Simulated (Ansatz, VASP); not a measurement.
## Two plane-wave programs on CoO

```
Co O
1.0
    -1.46099    1.46099    2.06610
     1.46099   -1.46099    2.06610
     1.46099    1.46099   -2.06610
Co O
1 1
Direct
  0.00000 0.00000 0.00000
  0.50000 0.50000 0.00000
```

Alike in both runs: functional PBEsol; k mesh 4 × 4 × 4; occupations gaussian, width 0.1 eV; collinear spin.

Ansatz relaxed the structure, and its values are those at the end. VASP's run is a single point on that final structure, the one shown.

|  | VASP | Ansatz |
| --- | --- | --- |
| version | VASP 6.6.1 | Ansatz 0.2.0 |
| potentials or method | VASP PAW PBE potentials, release 64 (Co, O), cutoff 520 eV | scalar-relativistic, plane waves, PAW |
| valence electrons in the cell | 15 | 23 |

```csv
,VASP,Ansatz,Ansatz less VASP
gap on the k mesh at the Fermi level (eV),none,none,-
pressure (GPa),-0.3,0.0,+0.33
net moment per atom (μB),1.19,1.19,0.000
size of the moment on the site where the two differ most (μB),2.15,2.07,-0.089
```

VASP's potentials were made for PBE, not for PBEsol. Site moments also hang on the region over which each program counts them. A gap of «none» marks a metal or a gap that the smearing closes. The functional is the same, so the differences come from potentials, cutoffs and numerics. VASP's potentials hold 15 valence electrons a cell and Ansatz's 23, so a difference there can come from the potentials and not from the codes.

The k mesh is coarse, so the values compare programs but aren't converged.
